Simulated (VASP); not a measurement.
Runs of VASP 6.6.1 on Hf. The structure is that of space group P6_3/mmc (No. 194), or close to it. The cells are those of the table. 

| task | cell | cutoff (eV) | gap on the mesh (eV) | pressure (GPa) |
| --- | --- | --- | --- | --- |
| single point | a = 3.091, b = 3.091, c = 4.910 Å, angles 90.0, 90.0, 120.0°, 2 atoms | 520 | none | 7.4 |
| single point | a = 3.159, b = 3.159, c = 5.001 Å, angles 90.0, 90.0, 120.0°, 2 atoms | 520 | none | (a) |
| relaxation of shape and atoms at fixed volume | relaxed from a = 2.588, b = 2.588, c = 4.098 Å, angles 90.0, 90.0, 120.0°, 2 atoms | 600 | none | 182.3 |
| relaxation of shape and atoms at fixed volume | relaxed from a = 2.722, b = 2.722, c = 4.310 Å, angles 90.0, 90.0, 120.0°, 2 atoms | 600 | none | 104.2 |

Alike in all rows: level PBEsol; potentials or basis VASP PAW PBE potentials, release 64 (Hf_pv); no spin polarisation; k mesh 14 × 14 × 8; smearing fermi-dirac 0.08 eV.

Task: Estimate the missing entries.

Result: (a) -0.4.

Caveats: the PAW data sets were made with another functional, which shifts forces and pressure a little; spin-orbit coupling is left out, which moves the levels of the heavy elements; the cell stands under pressure (at least some runs).

A k mesh can miss the band edges, and the runs leave out spin-orbit coupling on Hf.

A gap of «none» marks levels without a gap at the run's occupations.
